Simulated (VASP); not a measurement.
# Y (Im-3m) in VASP: a series of runs

The runs below take Y through single point, relaxation of cell and atoms, with PBE.

All numbers are computed with VASP 6.6.1; they aren't measurements. Logs are shortened: lines on timing, memory, paths and dates and some standing lists are left out, and cuts for length are marked.

## (1) The cell of the first run

Symmetry: Im-3m, No. 229, cubic system. Conventional cell: a = 4.042 Å, b = 4.042 Å, c = 4.042 Å, α = 90.00°, β = 90.00°, γ = 90.00°. Within 4.6 Å of Y (site symmetry m-3m) lie 14 Y at 3.50 to 4.04 Å.

This isn't the form of Y at room conditions, which is hcp.

## (2) Single point, PBE, collinear spin

The input, INCAR:

```
PREC = Accurate ; ENCUT = 520
EDIFF = 1E-7 ; ISMEAR = -1
SIGMA = 0.05 ; LREAL = F
LASPH = T ; NELM = 150
ALGO = Normal ; ISIF = 2
LWAVE = F ; LCHARG = T
ISPIN = 2 ; MAGMOM = 1
LORBIT = 11 ; LMAXMIX = 4
GGA = PE ; LELF = T
LVHAR = T ; NBANDS = 16
```

The input, KPOINTS:

```
Automatic mesh
0
Gamma
  11 11 11
```

The input, POSCAR:

```
Y
1.0
   -2.0208580385      2.0208580385      2.0208580385
    2.0208580385     -2.0208580385      2.0208580385
    2.0208580385      2.0208580385     -2.0208580385
Y
1
Direct
    0.0000000000      0.0000000000      0.0000000000
```

Potentials or basis: VASP PAW PBE potentials, release 64 (Y_sv).

The run is started by

```
> cat potpaw_PBE.64/Y_sv/POTCAR > POTCAR
> mpirun -np 1 vasp_std > vasp.out
```

OUTCAR:

```text
PREC = Accurate
   ENCUT = 520
   EDIFF = 1E-7
   ISMEAR = -1
   LREAL = F
   LASPH = T
   NELM = 150
   ISIF = 2
   ISPIN = 2
   LORBIT = 11
   GGA = PE

 ion  position               nearest neighbor table
   1  0.000  0.000  0.000-

  LATTYP: Found a body centered cubic cell.
 ALAT       =     4.0417160770

  Lattice vectors:

 A1 = (  -2.0208580385,   2.0208580385,   2.0208580385)
 A2 = (   2.0208580385,  -2.0208580385,   2.0208580385)
 A3 = (   2.0208580385,   2.0208580385,  -2.0208580385)

Analysis of symmetry for initial positions (statically):
=====================================================================
 Subroutine PRICEL returns:
 Original cell was already a primitive cell.

 Routine SETGRP: Setting up the symmetry group for a
 body centered cubic supercell.

 Subroutine GETGRP returns: Found 48 space group operations
 (whereof 48 operations were pure point group operations)
 out of a pool of 48 trial point group operations.

The static configuration has the point symmetry O_h .

Analysis of symmetry for dynamics (positions and initial velocities):
=====================================================================
 Subroutine PRICEL returns:
 Original cell was already a primitive cell.

 Routine SETGRP: Setting up the symmetry group for a
 body centered cubic supercell.

 Subroutine GETGRP returns: Found 48 space group operations
 (whereof 48 operations were pure point group operations)
 out of a pool of 48 trial point group operations.

The dynamic configuration has the point symmetry O_h .

Analysis of structural, dynamic, and magnetic symmetry:
=====================================================================
 Subroutine PRICEL returns:
 Original cell was already a primitive cell.

 Routine SETGRP: Setting up the symmetry group for a
 body centered cubic supercell.

 Subroutine GETGRP returns: Found 48 space group operations
 (whereof 48 operations were pure point group operations)
 out of a pool of 48 trial point group operations.

The overall configuration has the point symmetry O_h .

 Subroutine INISYM returns: Found 48 space group operations
 (whereof 48 operations are pure point group operations),
 and found     1 'primitive' translations

----------------------------------------------------------------------------------------

                                     Primitive cell

  volume of cell :      33.0117

  direct lattice vectors                    reciprocal lattice vectors
[... 97 lines left out ...]
   NUPDOWN=      -1.0000    fix difference up-down
   EMIN   =  10.00;   EMAX   =-10.00  energy-range for DOS
   EFERMI =   0.00;   METHOD = LEGACY
   ISMEAR =    -1;   SIGMA  =   0.05  broadening in eV -4-tet -1-fermi 0-gaus
   EFERMI_NEDOS =   21; number of points for ismear=-14 and -15
   IALGO  =     38    algorithm
   IMIX   =      4    mixing-type and parameters
     AMIX     =   0.40;   BMIX     =  1.00
     AMIX_MAG =   1.60;   BMIX_MAG =  1.00
  volume/ion in A,a.u.               =      33.01       222.77
  Fermi-wavevector in a.u.,A,eV,Ry     =   1.134967  2.144777 17.526348  1.288150
  Thomas-Fermi vector in A             =   2.271671
   LORBIT       =     11    0 simple, 1 ext, 2 COOP (PROOUT), +10 PAW based schemes
   GGA     = PE    functional components
   LHFCALC =     F    Hartree Fock is set to
   AEXX    =    0.0000 exact exchange contribution
   IVDW    =     0    specifies the selected vdW correction
   LEPSILON=     F    determine dielectric tensor
   LRPA    =     F    only Hartree local field effects (RPA)
 spin polarized calculation
  energy-cutoff  :      520.00
  volume of cell :       33.01
 maximum number of plane-waves:       935
 NGX is ok and might be reduce to    28
   NGX = 13   NGY = 13   NGZ = 13

 number of electron      11.0000001 magnetization       0.0224270

 Free energy of the ion-electron system (eV)
  ---------------------------------------------------
  ext. energy  EPLUGINS =         0.00000000
  ---------------------------------------------------
  free energy    TOTEN  =        -6.31859978 eV

  energy without entropy =       -6.29571941  energy(sigma->0) =       -6.30715959

 E-fermi :   3.1170     XC(G=0):  -9.4107

 val. band max:        3.1110705138   @ k =  -0.2727   0.3636   0.1818
 cond. band min:       3.1199844847   @ k =  -0.3636   0.3636   0.1818
 fundamental gap:      0.0089139709
 Fermi energy:         3.1169769057

 spin component 1

 k-point     1 :       0.0000    0.0000    0.0000
  band No.  band energies     occupation
      1     -39.7649      1.00000
      2     -19.4648      1.00000
      3     -19.4648      1.00000
      4     -19.4648      1.00000
      5      -1.7028      1.00000
      6       4.7617      0.00000
[... 435 lines left out ...]
      5       2.0349      1.00000
      6       3.0152      0.88446
[... 8 lines left out ...]
     15      18.6592      0.00000
     16      21.0227      0.00000

 [... further k-points ...]

 spin component 2

 k-point     1 :       0.0000    0.0000    0.0000
  band No.  band energies     occupation
      1     -39.7594      1.00000
      2     -19.4585      1.00000
      3     -19.4585      1.00000
      4     -19.4585      1.00000
      5      -1.6841      1.00000
      6       4.7753      0.00000
[... 435 lines left out ...]
      5       2.0515      1.00000
      6       3.0310      0.84816
[... 8 lines left out ...]
     15      18.6776      0.00000
     16      21.0399      0.00000

 [... further k-points ...]
[... 5 lines left out ...]
  --------------------------------------------------------------------------------------
  -------------------------------------------------------------------------------------
  Total       -0.0160805     -0.0160805     -0.0160805      0.0000000     -0.0000000      0.0000000
  in kB       -0.7804476     -0.7804476     -0.7804476      0.0000000     -0.0000000      0.0000000
  external PRESSURE =      -0.7804476 kB  Pullay stress =       0.0000000 kB

 VOLUME and BASIS-vectors are now :
 -----------------------------------------------------------------------------
  energy-cutoff  :      520.00
  volume of cell :       33.01
      direct lattice vectors                 reciprocal lattice vectors
    -2.020858039  2.020858039  2.020858039     0.000000000  0.247419656  0.247419656
     2.020858039 -2.020858039  2.020858039     0.247419656  0.000000000  0.247419656
     2.020858039  2.020858039 -2.020858039     0.247419656  0.247419656  0.000000000

 POSITION                                       TOTAL-FORCE (eV/Angst)
 -----------------------------------------------------------------------------------
      0.00000      0.00000      0.00000        -0.000000      0.000000     -0.000000
 -----------------------------------------------------------------------------------
    total drift:                               -0.000000     -0.000000     -0.000000

  FREE ENERGIE OF THE ION-ELECTRON SYSTEM (eV)
  ---------------------------------------------------
  free  energy   TOTEN  =        -6.3185997780 eV

  energy  without entropy=       -6.2957194119  energy(sigma->0) =       -6.30715959

 total charge

# of ion       s       p       d       f       tot
--------------------------------------------------
    1        2.274   6.228   0.905   0.007   9.413

 magnetization (x)

# of ion       s       p       d       f       tot
--------------------------------------------------
    1       -0.000   0.004   0.009   0.000   0.014
```

Wall time 50 s (1 thread of Intel Xeon 6975P-C (Granite Rapids), shared host); peak memory 0.21 GiB.

What came out:

* Free energy: -6.3186 eV
* Pressure: -0.1 GPa
* Net moment: 0.02 μB per cell
* Valence electrons inside the program's atomic spheres: Y 9.41

## (3) Relaxation of cell and atoms, PBE, collinear spin

The input, INCAR:

```
ALGO = Normal
EDIFF = 1E-7
EDIFFG = -0.01
ENCUT = 600
GGA = PE
IBRION = 2
ISIF = 3
ISMEAR = -1
ISPIN = 2
LASPH = T
LCHARG = F
LMAXMIX = 4
LORBIT = 11
LREAL = F
LWAVE = F
MAGMOM = 1
NELM = 150
NSW = 80
PREC = Accurate
SIGMA = 0.05
```

The input, KPOINTS:

```
k-points
0
Gamma
  11 11 11
```

POSCAR is that of step 2.

Potentials or basis: VASP PAW PBE potentials, release 64 (Y_sv).

The run is started by

```
> cat potpaw_PBE.64/Y_sv/POTCAR > POTCAR
> mpirun -np 1 vasp_std > vasp.out
```

It took 62 s on 1 thread of Intel Xeon 6975P-C (Granite Rapids), shared host; peak memory 0.22 GiB.

Results (log left out):

| Property | Result |
| --- | --- |
| Free energy | -6.3187 eV |
| Relaxed volume | 32.93 Å³/atom |
| Relaxed cell | a = 3.497 Å, b = 3.497 Å, c = 3.497 Å, α = 109.47°, β = 109.47°, γ = 109.47° |
| Space group after relaxing (to 0.1 Å) | Im-3m (No. 229) |
| Energy gained by relaxing | 0.0 meV/atom |
| Ionic steps | 2 |
| Pressure after relaxing | 0.0 GPa |
| Net moment | 0.00 μB per cell |
| Valence electrons inside the program's atomic spheres | Y 9.42 |

Final structure:
```
Y
1.0
    -2.01923    2.01923    2.01923
     2.01923   -2.01923    2.01923
     2.01923    2.01923   -2.01923
Y
1
Cartesian
  2.0192 2.0192 2.0192
```

Levels at points of the mesh, in eV from the Fermi level:
Spin up:
```tsv
k point	band 3	band 4	band 5	band 6	band 7	band 8
(0.00, 0.00, 0.00)	-22.57	-22.57	-4.82	1.65	1.65	1.65
```
Spin down:
| k point | band 2 | band 3 | band 4 | band 5 | band 6 | band 7 | band 8 | band 9 |
| --- | --- | --- | --- | --- | --- | --- | --- | --- |
| (0.00, 0.00, 0.00) | -22.57 | -22.57 | -22.57 | -4.81 | 1.66 | 1.66 | 1.66 | 3.56 |

## (4) Single point, PBE, collinear spin (29.05 Å³/atom)

This run uses another cell than the first one, of 29.05 Å³/atom.

The input, INCAR:

```
PREC     = Accurate       # precision mode
ENCUT    = 520            # plane-wave cutoff, eV
EDIFF    = 1E-6           # SCF threshold, eV
ISMEAR   = -1             # smearing method
SIGMA    = 0.05           # smearing width, eV
LREAL    = F              # projectors in reciprocal space
LASPH    = T              # aspherical terms in the spheres
NELM     = 150            # most SCF steps
ALGO     = Normal         # electronic algorithm
ISIF     = 2              # what is computed and relaxed
LWAVE    = F              # write WAVECAR
LCHARG   = T              # write CHGCAR
ISPIN    = 2              # spin polarisation
MAGMOM   = 1              # initial moments
LORBIT   = 11             # projections on sites
LMAXMIX  = 4              # l up to which the mixer works
GGA      = PE             # functional
LELF     = T              # ELF
LVHAR    = T            
NBANDS   = 16             # bands
```

The input, KPOINTS:

```
Automatic mesh
0
Gamma
  18 18 18
```

The input, POSCAR:

```
Y
1.0
   -1.9365558668      1.9365558668      1.9365558668
    1.9365558668     -1.9365558668      1.9365558668
    1.9365558668      1.9365558668     -1.9365558668
Y
1
Direct
    0.0000000000      0.0000000000      0.0000000000
```

The run is started by

```
> cat potpaw_PBE.64/Y_sv/POTCAR > POTCAR
> mpirun -np 1 vasp_std > vasp.out
```

Wall time 1.7 min (1 thread of Intel Xeon 6975P-C (Granite Rapids), shared host); peak memory 0.3 GiB.

The run converged. Its results:

| Quantity | Value |
| --- | --- |
| Free energy | -6.2544 eV |
| Pressure | 5.8 GPa |
| Net moment | 0.00 μB per cell |
| Valence electrons inside the program's atomic spheres | Y 9.59 |

Levels at points of the mesh, in eV from the Fermi level:
Spin up:
```csv
k point,band 1,band 2,band 3,band 4,band 5,band 6,band 7,band 8,band 9,band 10
"(0.00, 0.00, 0.00)",-42.57,-22.16,-22.16,-22.16,-5.00,1.80,1.80,1.80,3.97,3.97
"(0.50, 0.00, 0.00)",-42.46,-22.98,-22.42,-22.17,-2.21,0.08,1.15,3.96,4.68,6.64
"(0.50, 0.50, 0.50)",-42.38,-22.72,-22.72,-22.72,-1.80,-1.80,5.99,5.99,5.99,6.25
```
Spin down:
```csv
k point,band 3,band 4,band 5,band 6,band 7,band 8
"(0.00, 0.00, 0.00)",-22.16,-22.16,-5.00,1.80,1.80,1.80
"(0.50, 0.00, 0.00)",-22.42,-22.17,-2.20,0.08,1.16,3.96
"(0.50, 0.50, 0.50)",-22.72,-22.72,-1.80,-1.80,6.00,6.00
```

Caveat: the cell stands under pressure.

## (5) Single point, PBE, collinear spin (30.37 Å³/atom)

This run uses another cell than the first one, of 30.37 Å³/atom.

The input, INCAR:

```
SYSTEM = Y
  PREC = Accurate
  ENCUT = 520
  EDIFF = 1E-6
  ISMEAR = -1
  SIGMA = 0.05
  LREAL = .False.
  LASPH = .True.
  NELM = 150
  ALGO = Normal
  ISIF = 2
  LWAVE = .False.
  LCHARG = .True.
  ISPIN = 2
  MAGMOM = 1
  LORBIT = 11
  LMAXMIX = 4
  GGA = PE
  LELF = .True.
  LVHAR = .True.
  NBANDS = 16
```

The input, KPOINTS:

```
Automatic mesh
0
Gamma
  18 18 18
  0 0 0
```

The input, POSCAR:

```
Y
1.0
   -1.9654639476      1.9654639476      1.9654639476
    1.9654639476     -1.9654639476      1.9654639476
    1.9654639476      1.9654639476     -1.9654639476
Y
1
Direct
    0.0000000000      0.0000000000      0.0000000000
```

The run is started by

```
> cat potpaw_PBE.64/Y_sv/POTCAR > POTCAR
> mpirun -np 1 vasp_std > vasp.out
```

It took 1.9 min on 1 thread of Intel Xeon 6975P-C (Granite Rapids), shared host; peak memory 0.31 GiB.

The run converged. Its results:

```
Free energy                                           : -6.2924 eV
Pressure                                              : 3.5 GPa
Net moment                                            : 0.00 μB per cell
Valence electrons inside the program's atomic spheres : Y 9.53
```

Levels at points of the mesh, in eV from the Fermi level:
Spin up:
| k point | band 3 | band 4 | band 5 | band 6 | band 7 | band 8 |
| --- | --- | --- | --- | --- | --- | --- |
| (0.00, 0.00, 0.00) | -22.31 | -22.31 | -4.94 | 1.75 | 1.75 | 1.75 |
| (0.50, 0.00, 0.00) | -22.53 | -22.31 | -2.13 | 0.12 | 0.99 | 3.79 |
| (0.50, 0.50, 0.50) | -22.79 | -22.79 | -1.68 | -1.68 | 5.72 | 5.72 |
Spin down:
| k point | band 3 | band 4 | band 5 | band 6 | band 7 | band 8 |
| --- | --- | --- | --- | --- | --- | --- |
| (0.00, 0.00, 0.00) | -22.31 | -22.31 | -4.94 | 1.75 | 1.75 | 1.75 |
| (0.50, 0.00, 0.00) | -22.53 | -22.31 | -2.13 | 0.12 | 0.99 | 3.79 |
| (0.50, 0.50, 0.50) | -22.79 | -22.79 | -1.68 | -1.68 | 5.72 | 5.72 |

Caveat: the cell stands under pressure.

## (6) Single point, PBE, collinear spin (31.69 Å³/atom)

This run uses another cell than the first one, of 31.69 Å³/atom.

The input, INCAR:

```
PREC = Accurate
ENCUT = 520
EDIFF = 1E-6
ISMEAR = -1
SIGMA = 0.05
LREAL = False
LASPH = True
NELM = 150
ALGO = Normal
ISIF = 2
LWAVE = False
LCHARG = False
ISPIN = 2
MAGMOM = 1
LORBIT = 11
LMAXMIX = 4
GGA = PE
NBANDS = 16
```

The input, KPOINTS:

```
regular mesh
0
Gamma
  18 18 18
```

The input, POSCAR:

```
Y
1.0
   -1.9935457980      1.9935457980      1.9935457980
    1.9935457980     -1.9935457980      1.9935457980
    1.9935457980      1.9935457980     -1.9935457980
Y
1
Direct
    0.0000000000      0.0000000000      0.0000000000
```

Potentials or basis: VASP PAW PBE potentials, release 64 (Y_sv).

The run is started by

```
> cat potpaw_PBE.64/Y_sv/POTCAR > POTCAR
> mpirun -np 1 vasp_std > vasp.out
```

Wall time 1.9 min (1 thread of Intel Xeon 6975P-C (Granite Rapids), shared host); peak memory 0.31 GiB.

The run converged. Its results:

| Property | Result |
| --- | --- |
| Free energy | -6.3130 eV |
| Pressure | 1.5 GPa |
| Net moment | 0.00 μB per cell |
| Valence electrons inside the program's atomic spheres | Y 9.47 |

Levels at points of the mesh, in eV from the Fermi level:
Spin up:
| k point | band 2 | band 3 | band 4 | band 5 | band 6 | band 7 | band 8 | band 9 |
| --- | --- | --- | --- | --- | --- | --- | --- | --- |
| (0.00, 0.00, 0.00) | -22.45 | -22.45 | -22.45 | -4.88 | 1.70 | 1.70 | 1.70 | 3.68 |
| (0.50, 0.00, 0.00) | -23.06 | -22.64 | -22.45 | -2.06 | 0.15 | 0.84 | 3.63 | 4.30 |
| (0.50, 0.50, 0.50) | -22.87 | -22.87 | -22.87 | -1.56 | -1.56 | 5.47 | 5.47 | 5.47 |
Spin down:
| k point | band 2 | band 3 | band 4 | band 5 | band 6 | band 7 | band 8 | band 9 |
| --- | --- | --- | --- | --- | --- | --- | --- | --- |
| (0.00, 0.00, 0.00) | -22.45 | -22.45 | -22.45 | -4.88 | 1.70 | 1.70 | 1.70 | 3.68 |
| (0.50, 0.00, 0.00) | -23.06 | -22.64 | -22.45 | -2.06 | 0.15 | 0.85 | 3.63 | 4.30 |
| (0.50, 0.50, 0.50) | -22.87 | -22.87 | -22.87 | -1.56 | -1.56 | 5.47 | 5.47 | 5.47 |

## (7) Summary

| task | cell | k mesh | cutoff (eV) | gap on the mesh (eV) | pressure (GPa) | moment (μB) |
| --- | --- | --- | --- | --- | --- | --- |
| single point | a = 3.500 Å, angles 109.5°, 1 atom | 11 × 11 × 11 | 520 | none | -0.1 | 0.02 |
| relaxation of cell and atoms | relaxed from a = 3.500 Å, angles 109.5°, 1 atom | 11 × 11 × 11 | 600 | none | 0.0 | 0.00 |
| single point | a = 3.354 Å, angles 109.5°, 1 atom | 18 × 18 × 18 | 520 | none | 5.8 | 0.00 |
| single point | a = 3.404 Å, angles 109.5°, 1 atom | 18 × 18 × 18 | 520 | none | 3.5 | 0.00 |
| single point | a = 3.453 Å, angles 109.5°, 1 atom | 18 × 18 × 18 | 520 | none | 1.5 | 0.00 |

Alike in all rows: level PBE; potentials or basis VASP PAW PBE potentials, release 64 (Y_sv); spin collinear; smearing fermi-dirac 0.05 eV.

Caveats: the cell stands under pressure (at least some runs).

Absolute energies hang on the potentials; compare differences alone.
